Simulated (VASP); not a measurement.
Sb:

```
Sb
1.0
     3.22198    0.00000    0.00000
     0.00000    3.22198    0.00000
     0.00000    0.00000    3.22198
Sb
1
Direct
  0.00000 0.00000 0.00000
```

This cell differs from its parent crystal: volume scaled by 1.06.

Base run:

```yaml
Program: VASP 6.6.1
Functional: PBEsol
Potentials_or_basis: VASP PAW PBE potentials, release 64 (Sb)
Cutoff: 520 eV
k_mesh: 8 × 8 × 8
Occupations: fermi-dirac, width 0.05 eV
Spin: no spin polarisation
```

Its results: pressure -6.7 GPa.

Q: The run is repeated on the same cell with these changes: functional from PBEsol to LDA; potentials or basis from VASP PAW PBE potentials, release 64 (Sb) to VASP PAW LDA potentials, release 64 (Sb). What comes out?

A: Pressure -7.6 GPa.

Caveats: the PAW data sets were made with another functional, which shifts forces and pressure a little (some runs).
